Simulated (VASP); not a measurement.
# NiSb (Breithauptite) (P6_3/mmc) in VASP: notebook, part 2 of 2

VASP 6.6.1.

## Step 3: Single point, PBEsol, collinear spin, ferromagnetic start

This run uses another cell than the first one, of 17.27 Å³/atom, 1.010 times its volume.

Input file INCAR:

```
SYSTEM = NiSb
  PREC = Accurate
  ENCUT = 520
  EDIFF = 1E-6
  ISMEAR = -1
  SIGMA = 0.05
  LREAL = .False.
  LASPH = .True.
  NELM = 150
  ALGO = Normal
  ISIF = 2
  LWAVE = .False.
  LCHARG = .True.
  ISPIN = 2
  MAGMOM = 0 0 1 1
  LORBIT = 11
  LMAXMIX = 4
  GGA = PS
  LELF = .True.
  LVHAR = .True.
  NBANDS = 27
```

Input file KPOINTS:

```
Automatic mesh
0
Gamma
  7 7 5
  0 0 0
```

Input file POSCAR:

```
NiSb
1.0
    3.9280000000      0.0000000000      0.0000000000
   -1.9640000000      3.4017477861      0.0000000000
    0.0000000000      0.0000000000      5.1712000000
Sb Ni
2 2
Direct
    0.6666666667      0.3333333333      0.7500000000
    0.3333333333      0.6666666667      0.2500000000
    0.0000000000      0.0000000000      0.5000000000
    0.0000000000      0.0000000000      0.0000000000
```

Potentials or basis: VASP PAW PBE potentials, release 64 (Sb, Ni).

The run is started by

```
$ cat potpaw_PBE.64/Sb/POTCAR potpaw_PBE.64/Ni/POTCAR > POTCAR
$ mpirun -np 1 vasp_std > vasp.out
```

OUTCAR:

```text
SYSTEM = NiSb
   PREC = Accurate
   ENCUT = 520
   EDIFF = 1E-6
   ISMEAR = -1
   LREAL = .False.
   LASPH = .True.
   NELM = 150
   ISIF = 2
   ISPIN = 2
   LORBIT = 11
   GGA = PS

 ion  position               nearest neighbor table
   1  0.667  0.333  0.750-   3 2.61   4 2.61   3 2.61   4 2.61   3 2.61   4 2.61   2 3.44   2 3.44
                             2 3.44   2 3.44   2 3.44   2 3.44
   2  0.333  0.667  0.250-   3 2.61   4 2.61   3 2.61   4 2.61   3 2.61   4 2.61   1 3.44   1 3.44
                             1 3.44   1 3.44   1 3.44   1 3.44
   3  0.000  0.000  0.500-   4 2.59   4 2.59   1 2.61   2 2.61   1 2.61   2 2.61   1 2.61   2 2.61

   4  0.000  0.000  0.000-   3 2.59   3 2.59   1 2.61   2 2.61   1 2.61   2 2.61   1 2.61   2 2.61

  LATTYP: Found a hexagonal cell.
 ALAT       =     3.9280000000
 C/A-ratio  =     1.3164969450

  Lattice vectors:

 A1 = (   3.9280000000,   0.0000000000,   0.0000000000)
 A2 = (  -1.9640000000,   3.4017477861,   0.0000000000)
 A3 = (   0.0000000000,   0.0000000000,   5.1712000000)

Analysis of symmetry for initial positions (statically):
=====================================================================
 Subroutine PRICEL returns:
 Original cell was already a primitive cell.

 Routine SETGRP: Setting up the symmetry group for a
 hexagonal supercell.

 Subroutine GETGRP returns: Found 24 space group operations
 (whereof 12 operations were pure point group operations)
 out of a pool of 24 trial point group operations.

The static configuration has the point symmetry D_3d.
 The point group associated with its full space group is D_6h.

Analysis of symmetry for dynamics (positions and initial velocities):
=====================================================================
 Subroutine PRICEL returns:
 Original cell was already a primitive cell.

 Routine SETGRP: Setting up the symmetry group for a
 hexagonal supercell.

 Subroutine GETGRP returns: Found 24 space group operations
 (whereof 12 operations were pure point group operations)
 out of a pool of 24 trial point group operations.

The dynamic configuration has the point symmetry D_3d.
 The point group associated with its full space group is D_6h.

Analysis of structural, dynamic, and magnetic symmetry:
=====================================================================
 Subroutine PRICEL returns:
 Original cell was already a primitive cell.

 Routine SETGRP: Setting up the symmetry group for a
 hexagonal supercell.

 Subroutine GETGRP returns: Found 24 space group operations
 (whereof 12 operations were pure point group operations)
 out of a pool of 24 trial point group operations.

The overall configuration has the point symmetry D_3d.
 The point group associated with its full space group is D_6h.

 Subroutine INISYM returns: Found 24 space group operations
 (whereof 12 operations are pure point group operations),
 and found     1 'primitive' translations

----------------------------------------------------------------------------------------

                                     Primitive cell

  volume of cell :      69.0979

  direct lattice vectors                    reciprocal lattice vectors
     3.928000000  0.000000000  0.000000000     0.254582485  0.146983266  0.000000000
    -1.964000000  3.401747786  0.000000000     0.000000000  0.293966532  0.000000000
[... 90 lines left out ...]
   EDIFFG = 0.1E-04   stopping-criterion for IOM
   NSW    =      0    number of steps for IOM
   IBRION =     -1    ionic relax: 0-MD 1-quasi-New 2-CG
   NFREE  =      0    steps in history (QN), initial steepest desc. (CG)
   ISIF   =      2    stress and relaxation
   ISYM   =      2    0-nonsym 1-usesym 2-fastsym
   POTIM  = 0.5000    time-step for ionic-motion
   TEBEG  =    0.0;   TEEND  =   0.0 temperature during run
   PSTRESS=    0.0 pullay stress
   NELECT =      30.0000    total number of electrons
   NUPDOWN=      -1.0000    fix difference up-down
   EMIN   =  10.00;   EMAX   =-10.00  energy-range for DOS
   EFERMI =   0.00;   METHOD = LEGACY
   ISMEAR =    -1;   SIGMA  =   0.05  broadening in eV -4-tet -1-fermi 0-gaus
   EFERMI_NEDOS =   21; number of points for ismear=-14 and -15
   IALGO  =     38    algorithm
   IMIX   =      4    mixing-type and parameters
     AMIX     =   0.40;   BMIX     =  1.00
     AMIX_MAG =   1.60;   BMIX_MAG =  1.00
  volume/ion in A,a.u.               =      17.27       116.57
  Fermi-wavevector in a.u.,A,eV,Ry     =   1.239634  2.342569 20.907982  1.536693
  Thomas-Fermi vector in A             =   2.374109
   LORBIT       =     11    0 simple, 1 ext, 2 COOP (PROOUT), +10 PAW based schemes
   GGA     = PS    functional components
   LHFCALC =     F    Hartree Fock is set to
   AEXX    =    0.0000 exact exchange contribution
   IVDW    =     0    specifies the selected vdW correction
   LEPSILON=     F    determine dielectric tensor
   LRPA    =     F    only Hartree local field effects (RPA)
 spin polarized calculation
  energy-cutoff  :      520.00
  volume of cell :       69.10
 maximum number of plane-waves:      1892
 NGX is ok and might be reduce to    30
   NGX = 15   NGY = 15   NGZ = 19

 number of electron      30.0000026 magnetization      -0.0108248

 number of electron      30.0000026 magnetization       0.0018549

 Free energy of the ion-electron system (eV)
  ---------------------------------------------------
  ext. energy  EPLUGINS =         0.00000000
  ---------------------------------------------------
  free energy    TOTEN  =       -22.67085857 eV

  energy without entropy =      -22.65660892  energy(sigma->0) =      -22.66373374

 E-fermi :   9.7287     XC(G=0): -11.6133

 val. band max:        9.6844163070   @ k =   0.0000   0.0000   0.0000
 cond. band min:       9.7647857302   @ k =   0.4286   0.1429   0.0000
 fundamental gap:      0.0803694232
 Fermi energy:         9.7286976725

 spin component 1

 k-point     1 :       0.0000    0.0000    0.0000
  band No.  band energies     occupation
      1      -3.1801      1.00000
      2       1.2548      1.00000
      3       3.4982      1.00000
      4       5.8684      1.00000
      5       5.8684      1.00000
      6       6.6350      1.00000
[... 709 lines left out ...]
     26      19.8289      0.00000
     27      20.6561      0.00000
 Fermi energy:         9.7286976725

 spin component 2

 k-point     1 :       0.0000    0.0000    0.0000
  band No.  band energies     occupation
      1      -3.1800      1.00000
      2       1.2549      1.00000
      3       3.4984      1.00000
      4       5.8687      1.00000
      5       5.8687      1.00000
      6       6.6356      1.00000
[... 709 lines left out ...]
     26      19.8291      0.00000
     27      20.6563      0.00000

------------------------ aborting loop because EDIFF is reached ----------------------------------------

  FORCE on cell =-STRESS in cart. coord.  units (eV):
  Direction    XX          YY          ZZ          XY          YZ          ZX
  --------------------------------------------------------------------------------------
  -------------------------------------------------------------------------------------
  Total       -1.0635064     -1.0635064     -1.7749646      0.0000000     -0.0000000      0.0000000
  in kB      -24.6595853    -24.6595853    -41.1562086      0.0000000     -0.0000000      0.0000000
  external PRESSURE =     -30.1584598 kB  Pullay stress =       0.0000000 kB

 VOLUME and BASIS-vectors are now :
 -----------------------------------------------------------------------------
  energy-cutoff  :      520.00
  volume of cell :       69.10
      direct lattice vectors                 reciprocal lattice vectors
     3.928000000  0.000000000  0.000000000     0.254582485  0.146983266  0.000000000
    -1.964000000  3.401747786  0.000000000     0.000000000  0.293966532  0.000000000
     0.000000000  0.000000000  5.171200000     0.000000000  0.000000000  0.193378713

 POSITION                                       TOTAL-FORCE (eV/Angst)
 -----------------------------------------------------------------------------------
      1.96400      1.13392      3.87840         0.000000      0.000000      0.000000
     -0.00000      2.26783      1.29280         0.000000      0.000000      0.000000
      0.00000      0.00000      2.58560        -0.000000      0.000000      0.000000
      0.00000      0.00000      0.00000        -0.000000      0.000000      0.000000
 -----------------------------------------------------------------------------------
    total drift:                                0.000000     -0.000000      0.000000

  FREE ENERGIE OF THE ION-ELECTRON SYSTEM (eV)
  ---------------------------------------------------
  free  energy   TOTEN  =       -22.6708585724 eV

  energy  without entropy=      -22.6566089156  energy(sigma->0) =      -22.66373374

 total charge

# of ion       s       p       d       tot
------------------------------------------
    1        1.133   1.216   0.074   2.423
    2        1.133   1.216   0.074   2.423
    3        0.449   0.478   8.463   9.390
    4        0.449   0.478   8.463   9.390
--------------------------------------------------
tot          3.164   3.389  17.073  23.625

 magnetization (x)

# of ion       s       p       d       tot
------------------------------------------
    1        0.000  -0.000  -0.000  -0.000
    2        0.000  -0.000  -0.000  -0.000
    3       -0.000  -0.000   0.000   0.000
    4       -0.000  -0.000   0.000   0.000
--------------------------------------------------
tot          0.000  -0.000   0.000   0.000
```

OSZICAR:

```text
N       E                     dE             d eps       ncg     rms          rms(c)
DAV:   1     0.174251716003E+03    0.17425E+03   -0.11917E+04  2600   0.115E+03
DAV:   2    -0.129954294988E+02   -0.18725E+03   -0.17545E+03  2641   0.254E+02
DAV:   3    -0.240253033558E+02   -0.11030E+02   -0.10645E+02  3190   0.735E+01
DAV:   4    -0.242678510396E+02   -0.24255E+00   -0.24169E+00  2900   0.101E+01
DAV:   5    -0.242756836996E+02   -0.78327E-02   -0.78320E-02  3367   0.191E+00    0.151E+01
DAV:   6    -0.278306596717E+02   -0.35550E+01   -0.24190E+01  2978   0.862E+01    0.199E+01
DAV:   7    -0.227151602131E+02    0.51155E+01   -0.10363E+01  3147   0.601E+01    0.336E+00
DAV:   8    -0.227189997350E+02   -0.38395E-02   -0.84131E-01  3658   0.845E+00    0.252E+00
DAV:   9    -0.226697298603E+02    0.49270E-01   -0.15725E-01  3227   0.569E+00    0.732E-01
DAV:  10    -0.226711078161E+02   -0.13780E-02   -0.48969E-03  3327   0.657E-01    0.321E-01
DAV:  11    -0.226711039179E+02    0.38982E-05   -0.49945E-04  3240   0.268E-01    0.183E-01
DAV:  12    -0.226708574098E+02    0.24651E-03   -0.39080E-04  3241   0.304E-01    0.852E-02
DAV:  13    -0.226708590112E+02   -0.16014E-05   -0.68018E-05  3065   0.104E-01    0.162E-02
DAV:  14    -0.226708585724E+02    0.43883E-06   -0.52335E-06  3393   0.209E-02
   1 F= -.22670859E+02 E0= -.22663734E+02  d E =-.142497E-01  mag=     0.0005
```

Wall time 53 s (1 thread of AMD EPYC 9R45 (Zen 5), shared host); peak memory 0.21 GiB.

What came out:

| Item | Value |
| --- | --- |
| Free energy | -22.6709 eV |
| Pressure | -3.0 GPa |
| Band gap on the k mesh | zero (filled and empty bands overlap) |
| Net moment | 0.00 μB per cell |
| Valence electrons inside the program's atomic spheres | Sb 2.42; Ni 9.39 |

Caveat: the PAW data sets were made with another functional, which shifts forces and pressure a little; spin-orbit coupling is left out, which moves the levels of the heavy elements.
